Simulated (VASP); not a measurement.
# As (R-3m) in VASP: settings compared

Aim: see how the results for As move with the level of theory and the settings. Levels: PBEsol, PBE. Tasks: single point.

Program: VASP 6.6.1. These are calculated values, not measurements. Logs are shortened: lines on timing, memory, paths and dates and some standing lists are left out, and cuts for length are marked.

### Step 1. The cell of the first run

The structure is trigonal, space group R-3m (No. 166). Conventional cell: a = 3.762 Å, b = 3.762 Å, c = 10.542 Å, α = 90.00°, β = 90.00°, γ = 120.00°. As (site symmetry 3m) has 6 As at 2.51 to 3.14 Å within 3.3 Å.

### Step 2. Single point, PBEsol

Contents of INCAR:

```
  PREC = Accurate
  ENCUT = 520
  EDIFF = 1E-6
  ISMEAR = 0
  SIGMA = 0.02
  LREAL = False
  LASPH = True
  NELM = 100
  ALGO = Normal
  ISIF = 2
  LWAVE = False
  LCHARG = False
  GGA = PS
  NBANDS = 12
```

Contents of KPOINTS:

```
Automatic mesh
0
Gamma
  9 9 9
```

Contents of POSCAR:

```
As
1.0
    1.8807968987      1.0858785957      3.5140619945
   -1.8807968987      1.0858785957      3.5140619945
    0.0000000000     -2.1717571915      3.5140619945
As
2
Direct
    0.2260000000      0.2260000000      0.2260000000
    0.7740000000      0.7740000000      0.7740000000
```

Potentials or basis: VASP PAW PBE potentials, release 64 (As).

Command:

```sh
$ cat potpaw_PBE.64/As/POTCAR > POTCAR
$ mpirun -np 1 vasp_std > vasp.out
```

OUTCAR:

```text
PREC = Accurate
   ENCUT = 520
   EDIFF = 1E-6
   ISMEAR = 0
   LREAL = False
   LASPH = True
   NELM = 100
   ISIF = 2
   GGA = PS

 ion  position               nearest neighbor table
   1  0.226  0.226  0.226-   2 2.51   2 2.51   2 2.51
   2  0.774  0.774  0.774-   1 2.51   1 2.51   1 2.51

  LATTYP: Found a trigonal (rhomboedric) cell.
 ALAT       =     4.1310000000
 COS(alpha) =     0.5854247172

  Lattice vectors:

 A1 = (   1.8807968987,   1.0858785957,   3.5140619945)
 A2 = (  -1.8807968987,   1.0858785957,   3.5140619945)
 A3 = (   0.0000000000,  -2.1717571915,   3.5140619945)

Analysis of symmetry for initial positions (statically):
=====================================================================
 Subroutine PRICEL returns:
 Original cell was already a primitive cell.

 Routine SETGRP: Setting up the symmetry group for a
 trigonal (rhombohedral) supercell.

 Subroutine GETGRP returns: Found 12 space group operations
 (whereof 12 operations were pure point group operations)
 out of a pool of 12 trial point group operations.

The static configuration has the point symmetry D_3d.

Analysis of symmetry for dynamics (positions and initial velocities):
=====================================================================
 Subroutine PRICEL returns:
 Original cell was already a primitive cell.

 Routine SETGRP: Setting up the symmetry group for a
 trigonal (rhombohedral) supercell.

 Subroutine GETGRP returns: Found 12 space group operations
 (whereof 12 operations were pure point group operations)
 out of a pool of 12 trial point group operations.

The dynamic configuration has the point symmetry D_3d.

 Subroutine INISYM returns: Found 12 space group operations
 (whereof 12 operations are pure point group operations),
 and found     1 'primitive' translations

----------------------------------------------------------------------------------------

                                     Primitive cell

  volume of cell :      43.0610

  direct lattice vectors                    reciprocal lattice vectors
     1.880796899  1.085878596  3.514061995     0.265844760  0.153485544  0.094856987
    -1.880796899  1.085878596  3.514061995    -0.265844760  0.153485544  0.094856987
     0.000000000 -2.171757191  3.514061995     0.000000000 -0.306971087  0.094856987

  length of vectors
     4.131000000  4.131000000  4.131000000     0.321292852  0.321292852  0.321292852
[... 82 lines left out ...]
   LREAL  =      F    real-space projection
   EDIFFG = 0.1E-04   stopping-criterion for IOM
   NSW    =      0    number of steps for IOM
   IBRION =     -1    ionic relax: 0-MD 1-quasi-New 2-CG
   NFREE  =      0    steps in history (QN), initial steepest desc. (CG)
   ISIF   =      2    stress and relaxation
   ISYM   =      2    0-nonsym 1-usesym 2-fastsym
   POTIM  = 0.5000    time-step for ionic-motion
   TEBEG  =    0.0;   TEEND  =   0.0 temperature during run
   PSTRESS=    0.0 pullay stress
   NELECT =      10.0000    total number of electrons
   NUPDOWN=      -1.0000    fix difference up-down
   EMIN   =  10.00;   EMAX   =-10.00  energy-range for DOS
   EFERMI =   0.00;   METHOD = LEGACY
   ISMEAR =     0;   SIGMA  =   0.02  broadening in eV -4-tet -1-fermi 0-gaus
   EFERMI_NEDOS =   21; number of points for ismear=-14 and -15
   IALGO  =     38    algorithm
   IMIX   =      4    mixing-type and parameters
     AMIX     =   0.40;   BMIX     =  1.00
     AMIX_MAG =   1.60;   BMIX_MAG =  1.00
  volume/ion in A,a.u.               =      21.53       145.29
  Fermi-wavevector in a.u.,A,eV,Ry     =   1.006268  1.901570 13.776916  1.012575
  Thomas-Fermi vector in A             =   2.138999
   LORBIT       =      0    0 simple, 1 ext, 2 COOP (PROOUT), +10 PAW based schemes
   GGA     = PS    functional components
   LHFCALC =     F    Hartree Fock is set to
   AEXX    =    0.0000 exact exchange contribution
   IVDW    =     0    specifies the selected vdW correction
   LEPSILON=     F    determine dielectric tensor
   LRPA    =     F    only Hartree local field effects (RPA)
 non-spin polarized calculation
 Gauss-broadening in eV      SIGMA  =   0.02
  energy-cutoff  :      520.00
  volume of cell :       43.06
 maximum number of plane-waves:      1171
   NGX = 15   NGY = 15   NGZ = 15

 number of electron      10.0000000 magnetization

 Free energy of the ion-electron system (eV)
  ---------------------------------------------------
  ext. energy  EPLUGINS =         0.00000000
  ---------------------------------------------------
  free energy    TOTEN  =       -10.20394173 eV

  energy without entropy =      -10.20392604  energy(sigma->0) =      -10.20393389

 E-fermi :   5.3025     XC(G=0): -10.1058

 val. band max:        5.2710360656   @ k =   0.3333   0.2222   0.2222
 cond. band min:       5.3339189470   @ k =   0.4444   0.3333   0.3333
 fundamental gap:      0.0628828814
 Fermi energy:         5.3024775473

 k-point     1 :       0.0000    0.0000    0.0000
  band No.  band energies     occupation
      1      -9.7469      2.00000
      2      -0.4454      2.00000
      3       2.8521      2.00000
      4       3.3028      2.00000
      5       3.3028      2.00000
      6       6.8923      0.00000
      7       8.2255      0.00000
      8       8.2255      0.00000
      9      12.1656      0.00000
     10      12.1656      0.00000
     11      12.6781      0.00000
     12      14.0887      0.00000
[... 331 lines left out ...]
 k-point    24 :       0.4444    0.4444   -0.0000
  band No.  band energies     occupation
      1      -7.1528      2.00000
      2      -4.2438      2.00000
      3      -0.5246      2.00000
      4       1.2257      2.00000
      5       1.2295      2.00000
      6       6.7204      0.00000
      7      10.7295      0.00000
      8      12.0843      0.00000
      9      12.1803      0.00000
     10      15.7896      0.00000
     11      16.6945      0.00000
     12      18.0539      0.00000

 [... further k-points ...]
[... 5 lines left out ...]
  --------------------------------------------------------------------------------------
  -------------------------------------------------------------------------------------
  Total        0.2567676      0.2567676      0.0671082      0.0000000     -0.0000000      0.0000000
  in kB        9.5535992      9.5535992      2.4969079      0.0000000     -0.0000000      0.0000000
  external PRESSURE =       7.2013688 kB  Pullay stress =       0.0000000 kB

 VOLUME and BASIS-vectors are now :
 -----------------------------------------------------------------------------
  energy-cutoff  :      520.00
  volume of cell :       43.06
      direct lattice vectors                 reciprocal lattice vectors
     1.880796899  1.085878596  3.514061995     0.265844760  0.153485544  0.094856987
    -1.880796899  1.085878596  3.514061995    -0.265844760  0.153485544  0.094856987
     0.000000000 -2.171757191  3.514061995     0.000000000 -0.306971087  0.094856987

 POSITION                                       TOTAL-FORCE (eV/Angst)
 -----------------------------------------------------------------------------------
      0.00000     -0.00000      2.38253         0.000000     -0.000000      0.442645
      0.00000     -0.00000      8.15965         0.000000      0.000000     -0.442645
 -----------------------------------------------------------------------------------
    total drift:                                0.000000     -0.000000      0.000000

  FREE ENERGIE OF THE ION-ELECTRON SYSTEM (eV)
  ---------------------------------------------------
  free  energy   TOTEN  =       -10.2039417300 eV

  energy  without entropy=      -10.2039260409  energy(sigma->0) =      -10.20393389
```

Wall time 59 s (1 thread of AMD EPYC 7R43 (Zen 3), shared host); peak memory 0.15 GiB.

Results:

- Free energy: -10.2039 eV
- Pressure: 0.7 GPa
- Largest force: 0.443 eV/Å
- Band gap on the k mesh: zero (band 5 reaches 5.33 eV, above the bottom of band 6 at 5.23 eV)

Forces on the atoms (eV/Å):
```
As   0.000  0.000  0.443
As   0.000  0.000 -0.443
```

Stress tensor (GPa, compression positive):
```
0.96 0.00 0.00
0.00 0.96 0.00
0.00 0.00 0.25
```

Caveat: the PAW data sets were made with another functional, which shifts forces and pressure a little.

### Step 3. Single point, PBEsol

Contents of INCAR:

```
SYSTEM = As
PREC = Accurate
ENCUT = 520
EDIFF = 1E-7
ISMEAR = 0
SIGMA = 0.02
LREAL = .False.
LASPH = .True.
NELM = 80
ALGO = Normal
ISIF = 2
LWAVE = .False.
LCHARG = .True.
GGA = PS
LELF = .True.
LVHAR = .True.
NBANDS = 12
```

Contents of KPOINTS:

```
Automatic mesh
0
Gamma
  9 9 9
  0 0 0
```

Contents of POSCAR:

```
As
1.0
    4.1310000000      0.0000000000      0.0000000000
    2.4183895066      3.3491122995      0.0000000000
    2.4183895066      1.2366737439      3.1124252996
As
2
Direct
    0.2260000000      0.2260000000      0.2260000000
    0.7740000000      0.7740000000      0.7740000000
```

Potentials or basis: VASP PAW PBE potentials, release 64 (As).

Command:

```sh
$ cat potpaw_PBE.64/As/POTCAR > POTCAR
$ mpirun -np 1 vasp_std > vasp.out
```

OUTCAR:

```text
SYSTEM = As
   PREC = Accurate
   ENCUT = 520
   EDIFF = 1E-7
   ISMEAR = 0
   LREAL = .False.
   LASPH = .True.
   NELM = 80
   ISIF = 2
   GGA = PS

 ion  position               nearest neighbor table
   1  0.226  0.226  0.226-   2 2.51   2 2.51   2 2.51
   2  0.774  0.774  0.774-   1 2.51   1 2.51   1 2.51

  LATTYP: Found a trigonal (rhomboedric) cell.
 ALAT       =     4.1310000000
 COS(alpha) =     0.5854247172

  Lattice vectors:

 A1 = (   4.1310000000,   0.0000000000,   0.0000000000)
 A2 = (   2.4183895066,   3.3491122995,   0.0000000000)
 A3 = (   2.4183895066,   1.2366737439,   3.1124252996)
[... 537 lines left out ...]
      9      12.1805      0.00000
     10      15.7897      0.00000
     11      16.6948      0.00000
     12      18.0542      0.00000

 [... further k-points ...]
[... 5 lines left out ...]
  --------------------------------------------------------------------------------------
  -------------------------------------------------------------------------------------
  Total        0.1187298      0.2199839      0.2393208     -0.0701110     -0.0243332     -0.0475851
  in kB        4.4176026      8.1849815      8.9044520     -2.6086317     -0.9053715     -1.7705081
  external PRESSURE =       7.1690120 kB  Pullay stress =       0.0000000 kB

 VOLUME and BASIS-vectors are now :
 -----------------------------------------------------------------------------
  energy-cutoff  :      520.00
  volume of cell :       43.06
      direct lattice vectors                 reciprocal lattice vectors
     4.131000000  0.000000000  0.000000000     0.242072137 -0.174799966 -0.118638731
     2.418389507  3.349112299  0.000000000     0.000000000  0.298586584 -0.118638731
     2.418389507  1.236673744  3.112425300     0.000000000  0.000000000  0.321292852

 POSITION                                       TOTAL-FORCE (eV/Angst)
 -----------------------------------------------------------------------------------
      2.02672      1.03639      0.70341         0.376429      0.192492      0.130646
      6.94106      3.54940      2.40902        -0.376429     -0.192492     -0.130646
 -----------------------------------------------------------------------------------
    total drift:                                0.000000      0.000000      0.000000

  FREE ENERGIE OF THE ION-ELECTRON SYSTEM (eV)
  ---------------------------------------------------
  free  energy   TOTEN  =       -10.2039417306 eV

  energy  without entropy=      -10.2039260523  energy(sigma->0) =      -10.20393389
```

It took 65 s on 1 thread of AMD EPYC 7R43 (Zen 3), shared host; peak memory 0.14 GiB.

Results:

```yaml
Free_energy: -10.2039 eV
Pressure: 0.7 GPa
Largest_force: 0.443 eV/Å
Band_gap_on_the_k_mesh: zero (band 5 reaches 5.33 eV, above the bottom of band 6 at 5.23 eV)
```

Forces in eV/Å, atoms in the order of the input:
```
As   0.376  0.192  0.131
As  -0.376 -0.192 -0.131
```

Stress tensor (GPa, compression positive):
```
 0.44 -0.26 -0.18
-0.26  0.82 -0.09
-0.18 -0.09  0.89
```

Levels at points of the mesh, in eV from the Fermi level:
| k point | band 3 | band 4 | band 5 | band 6 | band 7 | band 8 |
| --- | --- | --- | --- | --- | --- | --- |
| (0.00, 0.00, 0.00) | -2.45 | -2.00 | -2.00 | 1.59 | 2.92 | 2.92 |

Caveat: the PAW data sets were made with another functional, which shifts forces and pressure a little.

### Step 4. Single point, PBEsol, non-collinear spin, zero start, spin-orbit coupling

Contents of INCAR:

```
ALGO = Normal
EDIFF = 1E-6
ENCUT = 520
GGA = PS
GGA_COMPAT = False
ISIF = 2
ISMEAR = -1
LASPH = True
LCHARG = False
LORBIT = 11
LORBMOM = True
LREAL = False
LSORBIT = True
LWAVE = False
MAGMOM = 0 0 0 0 0 0
NBANDS = 22
NELM = 150
PREC = Accurate
SIGMA = 0.05
```

Contents of KPOINTS:

```
k-points
0
Gamma
  7 7 7
```

Contents of POSCAR:

```
As
1.0
    1.8807968987      1.0858785957      3.5140619945
   -1.8807968987      1.0858785957      3.5140619945
    0.0000000000     -2.1717571915      3.5140619945
As
2
Direct
    0.2260000000      0.2260000000      0.2260000000
    0.7740000000      0.7740000000      0.7740000000
```

Command:

```sh
$ cat potpaw_PBE.64/As/POTCAR > POTCAR
$ mpirun -np 1 vasp_ncl > vasp.out
```

Wall time 67 s (1 thread of Intel Xeon 6975P-C, shared host); peak memory 0.33 GiB.

The run converged. Its results:

```yaml
Free_energy: -10.2466 eV
Pressure: 0.6 GPa
Largest_force: 0.402 eV/Å
Net_moment: 0.00 μB per cell
Valence_electrons_inside_the_program's_atomic_spheres: As 2.71
```

Forces on the atoms (eV/Å):
```
As   0.000  0.000  0.402
As   0.000  0.000 -0.402
```

Stress tensor (GPa, compression positive):
```
 1.00  0.00  0.00
 0.00  1.00  0.00
 0.00  0.00 -0.12
```

Moments on the atoms (μB; x, y, z):
```
As  0.00 0.00 0.00
As  0.00 0.00 0.00
```

Caveat: the PAW data sets were made with another functional, which shifts forces and pressure a little.

### Step 5. Single point, PBE

Contents of INCAR:

```
  PREC = Accurate
  ENCUT = 520
  EDIFF = 1E-7
  ISMEAR = -1
  SIGMA = 0.05
  LREAL = False
  LASPH = True
  NELM = 100
  ALGO = Normal
  ISIF = 2
  LWAVE = False
  LCHARG = False
  GGA = PE
  NBANDS = 12
```

Contents of KPOINTS:

```
Automatic mesh
0
Gamma
  11 11 11
```

POSCAR is that of step 4.

Command:

```sh
$ cat potpaw_PBE.64/As/POTCAR > POTCAR
$ mpirun -np 1 vasp_std > vasp.out
```

It took 45 s on 1 thread of Intel Xeon Platinum 8259CL at 2.50GHz (Skylake/Cascade Lake), shared host; peak memory 0.21 GiB.

It converged, with:

- Free energy: -9.3167 eV
- Pressure: 4.1 GPa
- Largest force: 0.492 eV/Å
- Band gap on the k mesh: zero (band 5 reaches 5.72 eV, above the bottom of band 6 at 5.34 eV)

Forces in eV/Å, atoms in the order of the input:
```
As   0.000  0.000  0.492
As   0.000  0.000 -0.492
```

Stress tensor (GPa, compression positive):
```
4.36 0.00 0.00
0.00 4.36 0.00
0.00 0.00 3.48
```

Levels at points of the mesh, in eV from the Fermi level:
| k point | band 1 | band 2 | band 3 | band 4 | band 5 | band 6 | band 7 | band 8 | band 9 | band 10 |
| --- | --- | --- | --- | --- | --- | --- | --- | --- | --- | --- |
| (0.00, 0.00, 0.00) | -15.15 | -5.86 | -2.55 | -2.12 | -2.12 | 1.51 | 2.82 | 2.82 | 6.81 | 6.81 |

### Step 6. Single point, PBE

Contents of INCAR:

```
PREC = Accurate
ENCUT = 520
EDIFF = 1E-7
ISMEAR = -1
SIGMA = 0.05
LREAL = False
LASPH = True
NELM = 80
ALGO = Normal
ISIF = 2
LWAVE = False
LCHARG = False
GGA = PE
NBANDS = 12
```

Contents of KPOINTS:

```
Automatic mesh
0
Gamma
  13 13 13
```

POSCAR is that of step 5.

Potentials or basis: VASP PAW PBE potentials, release 64 (As).

Command:

```sh
$ cat potpaw_PBE.64/As/POTCAR > POTCAR
$ mpirun -np 1 vasp_std > vasp.out
```

It took 66 s on 1 thread of Intel Xeon Platinum 8259CL at 2.50GHz (Skylake/Cascade Lake), shared host; peak memory 0.24 GiB.

Results (log left out):

* Free energy: -9.3136 eV
* Pressure: 4.1 GPa
* Largest force: 0.491 eV/Å
* Band gap on the k mesh: zero (band 5 reaches 5.70 eV, above the bottom of band 6 at 5.31 eV)

Forces in eV/Å, atoms in the order of the input:
```
As   0.000  0.000  0.491
As   0.000  0.000 -0.491
```

Stress tensor (GPa, compression positive):
```
4.38 0.00 0.00
0.00 4.38 0.00
0.00 0.00 3.55
```

Levels at points of the mesh, in eV from the Fermi level:
| k point | band 2 | band 3 | band 4 | band 5 | band 6 | band 7 | band 8 | band 9 |
| --- | --- | --- | --- | --- | --- | --- | --- | --- |
| (0.00, 0.00, 0.00) | -5.87 | -2.56 | -2.14 | -2.14 | 1.49 | 2.81 | 2.81 | 6.79 |

### Step 7. Overview

| level | spin | k mesh | smearing | gap on the mesh (eV) | pressure (GPa) | largest force (eV/Å) |
| --- | --- | --- | --- | --- | --- | --- |
| PBEsol | off | 9 × 9 × 9 | gaussian 0.02 eV | none | 0.7 | 0.44 |
| PBEsol | non-collinear, zero start, SOC | 7 × 7 × 7 | fermi-dirac 0.05 eV | - | 0.6 | 0.40 |
| PBE | off | 11 × 11 × 11 | fermi-dirac 0.05 eV | none | 4.1 | 0.49 |
| PBE | off | 13 × 13 × 13 | fermi-dirac 0.05 eV | none | 4.1 | 0.49 |

Alike in all rows: task single point; potentials or basis VASP PAW PBE potentials, release 64 (As); cell a = 4.131 Å, angles 54.2°, 2 atoms; cutoff (eV) 520.

Caveats: the PAW data sets were made with another functional, which shifts forces and pressure a little (some runs).

Absolute energies hang on the potentials; compare differences alone.
